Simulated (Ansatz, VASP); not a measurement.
# One calculation of HfO2, two programs

File INCAR:

```
SYSTEM = HfO2
PREC     = Accurate       ! precision mode
ENCUT    = 520            ! plane-wave cutoff, eV
EDIFF    = 1E-6           ! SCF threshold, eV
ISMEAR   = 0              ! smearing method
SIGMA    = 0.05           ! smearing width, eV
LREAL    = .FALSE.        ! projectors in reciprocal space
LASPH    = .TRUE.         ! aspherical terms in the spheres
NELM     = 100            ! most SCF steps
ALGO     = Normal         ! electronic algorithm
ISIF     = 2              ! what is computed and relaxed
LWAVE    = .FALSE.        ! write WAVECAR
LCHARG   = .FALSE.        ! write CHGCAR
GGA      = PE             ! functional
NBANDS   = 18             ! bands
```

File KPOINTS:

```
Automatic mesh
0
G
  8 8 8
  0 0 0
```

Contents of POSCAR:

```
HfO2
1.0
    0.0000000000      2.4048794846      2.4048794846
    2.4048794846      0.0000000000      2.4048794846
    2.4048794846      2.4048794846      0.0000000000
Hf O
1 2
Direct
    0.0000000000      0.0000000000      0.0000000000
    0.2500000000      0.2500000000      0.2500000000
    0.7500000000      0.7500000000      0.7500000000
```

Input for Ansatz:

```yaml
crystal:
  lattice:
    - [0.0, 2.4048794846, 2.4048794846]
    - [2.4048794846, 0.0, 2.4048794846]
    - [2.4048794846, 2.4048794846, 0.0]
  atoms:
    - { symbol: Hf, position: [0.0, 0.0, 0.0] }
    - { symbol: O, position: [0.25, 0.25, 0.25] }
    - { symbol: O, position: [0.75, 0.75, 0.75] }
basis:
  ecutwfc: 420
  ecutrho_ratio: 4
kpoints:
  mp_grid: { grid: [8, 8, 8] }
hamiltonian:
  xc: pbe
scf:
  occupations: { method: gaussian, width: 0.05 }
output:
  forces: true
  stress: true
  eigenvalues: true
```

Alike in both runs: task single point; functional PBE; k mesh 8 × 8 × 8; occupations gaussian, width 0.05 eV; no spin polarisation.

```csv
,VASP,Ansatz
version,VASP 6.6.1,Ansatz 0.2.0
potentials or method,"VASP PAW PBE potentials, release 64 (Hf_pv, O), cutoff 520 eV","scalar-relativistic, plane waves, PAW"
valence electrons in the cell,22,38
```

|  | VASP | Ansatz | Ansatz less VASP |
| --- | --- | --- | --- |
| gap on the k mesh at the Fermi level (eV) | 4.22 | 4.15 | -0.073 |
| least direct gap on the mesh (eV) | 4.22 | 4.15 | -0.073 |

With one functional, cell and mesh, what is left measures potentials, basis and numerics. VASP's potentials hold 22 valence electrons a cell and Ansatz's 38, so a difference there can come from the potentials and not from the codes.

Spin-orbit coupling is off throughout.
